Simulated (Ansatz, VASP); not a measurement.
InP in VASP and in Ansatz

INCAR

```
SYSTEM = InP
ALGO = Normal
EDIFF = 1E-6
ENCUT = 520
GGA = PE
ISIF = 2
ISMEAR = 0
LASPH = .TRUE.
LCHARG = .TRUE.
LELF = .TRUE.
LREAL = .FALSE.
LVHAR = .TRUE.
LWAVE = .FALSE.
NBANDS = 16
NELM = 60
PREC = Accurate
SIGMA = 0.02
```

KPOINTS

```
k-points
0
G
  10 10 10
  0 0 0
```

POSCAR

```
InP
1.0
    0.0000000000      2.8557190142      2.8557190142
    2.8557190142      0.0000000000      2.8557190142
    2.8557190142      2.8557190142      0.0000000000
In P
1 1
Direct
    0.0000000000      0.0000000000      0.0000000000
    0.2500000000      0.2500000000      0.2500000000
```

Input for Ansatz:

```yaml
crystal:
  lattice:
    - [0.0, 2.8557190142, 2.8557190142]
    - [2.8557190142, 0.0, 2.8557190142]
    - [2.8557190142, 2.8557190142, 0.0]
  atoms:
    - { symbol: In, position: [0.0, 0.0, 0.0] }
    - { symbol: P, position: [0.25, 0.25, 0.25] }
basis:
  ecutwfc: 420
kpoints:
  mp_grid: { grid: [10, 10, 10] }
hamiltonian:
  xc: pbe
scf:
  occupations: { method: gaussian, width: 0.02 }
output:
  forces: true
  stress: true
  eigenvalues: true
  write_density: true
  write_potential: true
  elf: true
  volumetric_format: npy
```

Alike in both runs: task single point; functional PBE; k mesh 10 × 10 × 10; occupations gaussian, width 0.02 eV; no spin polarisation.

```csv
,VASP,Ansatz
version,VASP 6.6.1,Ansatz 0.2.0
potentials or method,"VASP PAW PBE potentials, release 64 (In_d, P), cutoff 520 eV","scalar-relativistic, plane waves, PAW"
valence electrons in the cell,18,18
```

```tsv
	VASP	Ansatz	Ansatz less VASP
gap on the k mesh at the Fermi level (eV)	1.13	1.13	+0.003
least direct gap on the mesh (eV)	1.13	1.13	+0.003
pressure (GPa)	10.1	10.2	+0.10
```
